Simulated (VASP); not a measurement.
A run of VASP 6.6.1:

File POSCAR:

```
HfB2
1.0
    3.1400000000      0.0000000000      0.0000000000
   -1.5700000000      2.7193197679      0.0000000000
    0.0000000000      0.0000000000      3.4800000000
Hf B
1 2
Direct
    0.0000000000      0.0000000000      0.0000000000
    0.6666666667      0.3333333333      0.5000000000
    0.3333333333      0.6666666667      0.5000000000
```

The input INCAR.step1:

```
PREC = Accurate
ENCUT = 520
EDIFF = 1E-6
ISMEAR = -1
SIGMA = 0.05
LREAL = F
LASPH = T
NELM = 60
ALGO = Normal
ISIF = 2
LWAVE = F
LCHARG = T
LMAXMIX = 4
GGA = PE
NBANDS = 15
```

File KPOINTS.step1:

```
regular mesh
0
Gamma
  10 10 8
```

Contents of INCAR.step2:

```
PREC = Accurate
ENCUT = 520
EDIFF = 1E-6
ISMEAR = -5
SIGMA = 0.05
LREAL = F
LASPH = T
NELM = 60
ALGO = Normal
ISIF = 2
LWAVE = F
LCHARG = F
LMAXMIX = 4
GGA = PE
LORBIT = 11
NBANDS = 15
NEDOS = 1001
ICHARG = 11
```

The input KPOINTS.step2:

```
regular mesh
0
Gamma
  15 15 12
```

Potentials or basis: VASP PAW PBE potentials, release 64 (Hf_pv, B).

The run is started by

```console
$ cat potpaw_PBE.64/Hf_pv/POTCAR potpaw_PBE.64/B/POTCAR > POTCAR
$ cp INCAR.step1 INCAR
$ cp KPOINTS.step1 KPOINTS
$ mpirun -np 1 vasp_std > vasp.out
$ cp INCAR.step2 INCAR
$ cp KPOINTS.step2 KPOINTS
$ mpirun -np 1 vasp_std > vasp.out
```

Hardware: 1 thread of Intel(R) Xeon(R) 6975P-C (Granite Rapids), on a shared host.

How long does it take, and how much memory?

It took 24 s on 1 thread of Intel(R) Xeon(R) 6975P-C (Granite Rapids), on a shared host, peak memory 0.2 GiB. Counts: k points 189.
